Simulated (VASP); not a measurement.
Runs of VASP 6.6.1 on Co. The structure is that of space group Im-3m (No. 229), or close to it. The cells are those of the table. 

```csv
potentials or basis,spin,cell,k mesh,cutoff (eV),smearing,second run,gap on the mesh (eV),pressure (GPa),moment (μB)
"VASP PAW PBE potentials, release 64 (Co)",off,"a = 2.361 Å, angles 109.5°, 1 atom",16 × 16 × 16,520,fermi-dirac 0.1 eV,-,none,-1.0,-
"VASP PAW PBE potentials, release 64 (Co)","collinear, ferromagnetic start","a = 2.363 Å, angles 109.5°, 1 atom",18 × 18 × 18,520,fermi-dirac 0.05 eV,-,none,9.6,(a)
"VASP PAW PBE potentials, release 64 (Co)","collinear, ferromagnetic start","a = 2.329 Å, angles 109.5°, 1 atom",18 × 18 × 18,520,fermi-dirac 0.05 eV,-,none,22.7,1.65
"VASP PAW PBE potentials, release 64 (Co)",off,"a = 2.361 Å, angles 109.5°, 1 atom",26 × 26 × 26,520,fermi-dirac 0.1 eV,-,none,-1.0,-
"VASP PAW PBE potentials, release 64 (Co_sv)",off,"a = 2.329 Å, angles 109.5°, 1 atom",26 × 26 × 26,600,fermi-dirac 0.1 eV,valence_matched,none,8.0,-
"VASP PAW PBE potentials, release 64 (Co)","collinear, ferromagnetic start","a = 2.427 Å, angles 109.5°, 1 atom",18 × 18 × 18,520,fermi-dirac 0.05 eV,-,none,(b),1.71
"VASP PAW PBE potentials, release 64 (Co_sv)",off,"a = 2.361 Å, angles 109.5°, 1 atom",16 × 16 × 16,600,fermi-dirac 0.1 eV,valence_matched,none,-3.7,-
"VASP PAW PBE potentials, release 64 (Co)","collinear, ferromagnetic start","a = 2.395 Å, angles 109.5°, 1 atom",26 × 26 × 26,520,fermi-dirac 0.05 eV,-,none,-0.5,1.72
```

Alike in all rows: task single point; level PBEsol.

Problem. Fill in the values left out.

Solution. (a) 1.67; (b) -9.2.

Caveats: the PAW data sets were made with another functional, which shifts forces and pressure a little.

A gap of «none» marks levels without a gap at the run's occupations.

The runs don't all hold the same shells in valence.
